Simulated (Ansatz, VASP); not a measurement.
## H3C2N: VASP beside Ansatz

Contents of INCAR:

```
PREC = Accurate
ENCUT = 520
EDIFF = 1E-7
ISMEAR = 0
SIGMA = 0.05
LREAL = F
LASPH = T
NELM = 80
ALGO = Normal
ISIF = 2
LWAVE = F
LCHARG = F
LDIPOL = T
IDIPOL = 3
DIPOL = 0.5 0.5 0.648
GGA = PE
IVDW = 12
NBANDS = 17
```

The input KPOINTS:

```
regular mesh
0
Gamma
  3 3 1
```

Contents of POSCAR:

```
H3C2N
1.0
    6.1499993378      0.0000000000      0.0000000000
   -3.0749996689      5.3260556598      0.0000000000
    0.0000000000      0.0000000000     25.3674351110
C N H
2 1 3
Direct
    0.8982493626      0.9927369712      0.6591673754
    0.8083730098      0.8471621996      0.6089768946
    0.6002789778      0.6357031409      0.6060258012
    1.0832173154      1.0178248759      0.6695977158
    0.9297378181      1.1838845857      0.6530733542
    0.7653269278      0.9004770330      0.6915965712
```

Input for Ansatz:

```yaml
crystal:
  lattice:
    - [6.1499993378, 0.0, 0.0]
    - [-3.0749996689, 5.3260556598, 0.0]
    - [0.0, 0.0, 25.367435111]
  atoms:
    - { symbol: C, position: [0.8982493626, 0.9927369712, 0.6591673754] }
    - { symbol: C, position: [0.8083730098, 0.8471621996, 0.6089768946] }
    - { symbol: "N", position: [0.6002789778, 0.6357031409, 0.6060258012] }
    - { symbol: H, position: [1.0832173154, 1.0178248759, 0.6695977158] }
    - { symbol: H, position: [0.9297378181, 1.1838845857, 0.6530733542] }
    - { symbol: H, position: [0.7653269278, 0.900477033, 0.6915965712] }
basis:
  ecutwfc: 420
kpoints:
  mp_grid: { grid: [3, 3, 1] }
hamiltonian:
  xc: pbe
  dispersion: d3bj
scf:
  occupations: { method: gaussian, width: 0.05 }
output:
  forces: true
  eigenvalues: true
  write_density: true
  volumetric_format: npy
efield:
  axis: 3
  dipole_correction: true
  ramp_width: 0.04
```

Alike in both runs: task single point; functional PBE; dispersion D3(BJ); k mesh 3 × 3 × 1; occupations gaussian, width 0.05 eV; no spin polarisation.

```csv
,VASP,Ansatz
version,VASP 6.6.1,Ansatz 0.2.0
potentials or method,"VASP PAW PBE potentials, release 64 (C, N, H), cutoff 520 eV","scalar-relativistic, plane waves, PAW"
valence electrons in the cell,16,16
```

Ansatz gave:

```
gap on the k mesh at the Fermi level (eV) : 3.84
rms of the force components (eV/Å)        : 3.105
```

Problem. Estimate VASP's values.

Solution. gap on the k mesh at the Fermi level (eV): 3.84; rms of the force components (eV/Å): 3.065.

Atom by atom the forces differ by 0.042 eV/Å (rms over components).
